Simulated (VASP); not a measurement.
Input of a VASP 6.6.1 run:

The input POSCAR:

```
CaO
1.0
    0.0000000000      2.3975501260      2.3975501260
    2.3975501260      0.0000000000      2.3975501260
    2.3975501260      2.3975501260      0.0000000000
Ca O
1 1
Direct
    0.0000000000      0.0000000000      0.0000000000
    0.5000000000      0.5000000000      0.5000000000
```

The input INCAR.step1:

```
ALGO     = Normal         # electronic algorithm
EDIFF    = 1E-4           # SCF threshold, eV
ENCUT    = 520            # plane-wave cutoff, eV
GGA      = PE             # functional
ISMEAR   = 0              # smearing method
LASPH    = T              # aspherical terms in the spheres
LCHARG   = F              # write CHGCAR
LREAL    = F              # projectors in reciprocal space
LWAVE    = T              # write WAVECAR
NBANDS   = 15             # bands
NELM     = 100            # most SCF steps
PREC     = Accurate       # precision mode
SIGMA    = 0.01           # smearing width, eV
```

Contents of INCAR.step2:

```
ALGO     = Normal         # electronic algorithm
EDIFF    = 1E-7           # SCF threshold, eV
ENCUT    = 520            # plane-wave cutoff, eV
ISIF     = 2              # what is computed and relaxed
ISMEAR   = 0              # smearing method
ISTART   = 1            
LASPH    = T              # aspherical terms in the spheres
LCHARG   = T              # write CHGCAR
LELF     = T              # ELF
LMIXTAU  = T            
LREAL    = F              # projectors in reciprocal space
LVHAR    = T            
LWAVE    = F              # write WAVECAR
METAGGA  = R2SCAN         # meta-GGA
NBANDS   = 15             # bands
NELM     = 100            # most SCF steps
PREC     = Accurate       # precision mode
SIGMA    = 0.01           # smearing width, eV
```

Contents of KPOINTS:

```
k-points
0
Gamma
  10 10 10
```

Potentials or basis: VASP PAW PBE potentials, release 64 (Ca_sv, O).

Run with:

```bash
$ cat potpaw_PBE.64/Ca_sv/POTCAR potpaw_PBE.64/O/POTCAR > POTCAR
$ cp INCAR.step1 INCAR
$ mpirun -np 1 vasp_std > vasp.out
$ cp INCAR.step2 INCAR
$ mpirun -np 1 vasp_std > vasp.out
```

(1) Estimate the pressure.

(2) Predict the band gap on the k mesh.

Answers

(1) 1.1 GPa.

(2) 4.19 eV, indirect (least direct gap 4.56 eV).

Caveat: the PAW data sets were made with another functional, which shifts forces and pressure a little.
